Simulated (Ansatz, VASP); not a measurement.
## Two plane-wave programs on MgO2

File POSCAR:

```
MgO2
1.0
    1.5245229652      0.8801837444      3.4939788749
   -1.5245229652      0.8801837444      3.4939788749
    0.0000000000     -1.7603674887      3.4939788749
Mg O
1 2
Direct
    0.0000000000      0.0000000000      0.0000000000
    0.4287860000      0.4287860000      0.4287860000
    0.5712140000      0.5712140000      0.5712140000
```

INCAR.step1

```
PREC = Accurate
ENCUT = 520
ISMEAR = 0
SIGMA = 0.05
LREAL = False
LASPH = True
NELM = 80
NBANDS = 14
GGA = PE
ALGO = Normal
EDIFF = 1E-4
LWAVE = True
LCHARG = False
```

The input INCAR.step2:

```
PREC = Accurate
ENCUT = 520
EDIFF = 1E-6
ISMEAR = 0
SIGMA = 0.05
LREAL = False
LASPH = True
NELM = 80
ALGO = Normal
ISIF = 2
LWAVE = False
LCHARG = False
METAGGA = R2SCAN
LMIXTAU = True
NBANDS = 14
ISTART = 1
```

KPOINTS

```
regular mesh
0
Gamma
  12 12 12
```

Input for Ansatz:

```yaml
crystal:
  lattice:
    - [1.5245229652, 0.8801837444, 3.4939788749]
    - [-1.5245229652, 0.8801837444, 3.4939788749]
    - [0.0, -1.7603674887, 3.4939788749]
  atoms:
    - { symbol: Mg, position: [0.0, 0.0, 0.0] }
    - { symbol: O, position: [0.428786, 0.428786, 0.428786] }
    - { symbol: O, position: [0.571214, 0.571214, 0.571214] }
basis:
  ecutwfc: 500
kpoints:
  mp_grid: { grid: [12, 12, 12] }
hamiltonian:
  xc: r2scan
scf:
  occupations: { method: gaussian, width: 0.05 }
output:
  forces: true
  stress: true
  eigenvalues: true
```

Change from the starting cell: strain -0.050 along x and y, +0.000 along z, atoms carried along.

Alike in both runs: task single point; functional r2SCAN; k mesh 12 × 12 × 12; occupations gaussian, width 0.05 eV; no spin polarisation.

|  | VASP | Ansatz |
| --- | --- | --- |
| version | VASP 6.6.1 | Ansatz 0.2.0 |
| potentials or method | VASP PAW PBE potentials, release 64 (Mg, O), cutoff 520 eV | scalar-relativistic, plane waves, PAW |
| valence electrons in the cell | 14 | 22 |

Ansatz gave:

```
gap on the k mesh at the Fermi level (eV)                     : 2.76
least direct gap on the mesh (eV)                             : 2.76
pressure (GPa)                                                : 7.1
traceless stress, the component that is largest in VASP (GPa) : -11.28
rms of the force components (eV/Å)                            : 0.454
```

Q: Estimate VASP's values.

A: gap on the k mesh at the Fermi level (eV): 2.73; least direct gap on the mesh (eV): 2.73; pressure (GPa): 6.8; traceless stress, the component that is largest in VASP (GPa): -9.80; rms of the force components (eV/Å): 0.333.

VASP's potentials were made for PBE, not for r2SCAN. Atom by atom the forces differ by 0.122 eV/Å (rms over components). With one functional, cell and mesh, what is left measures potentials, basis and numerics. VASP's potentials hold 14 valence electrons a cell and Ansatz's 22, so a difference there can come from the potentials and not from the codes.
